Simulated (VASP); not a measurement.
The system is PtSe.

```
CELL_PARAMETERS angstrom
0.00000 2.79841 2.79841
2.79841 0.00000 2.79841
2.79841 2.79841 0.00000
ATOMIC_POSITIONS crystal
Pt 0.50000 0.50000 0.50000
Se 0.00000 0.00000 0.00000
```

Base run:

| Property | Result |
| --- | --- |
| Program | VASP 6.6.1 |
| Functional | PBE |
| Dispersion | D3(BJ) |
| Potentials or basis | VASP PAW PBE potentials, release 64 (Pt, Se) |
| Cutoff | 520 eV |
| k mesh | 8 × 8 × 8 |
| Occupations | fermi-dirac, width 0.05 eV |
| Spin | no spin polarisation |

Its results: band gap on the k mesh zero (band 8 reaches 7.40 eV, above the bottom of band 9 at 3.94 eV); pressure -18.0 GPa.

The run is repeated on the same cell with these changes: dispersion from D3(BJ) to none. What comes out?

Band gap on the k mesh zero (band 8 reaches 7.40 eV, above the bottom of band 9 at 3.94 eV); pressure -14.6 GPa.

Dispersion adds attraction, which lowers the pressure at fixed volume and, as a term added to the energy, leaves the levels alone.

Caveats: spin-orbit coupling is left out, which moves the levels of the heavy elements; three body term missing (some runs); pairwise dispersion overbinds metals, which lowers pressure and volume (some runs).
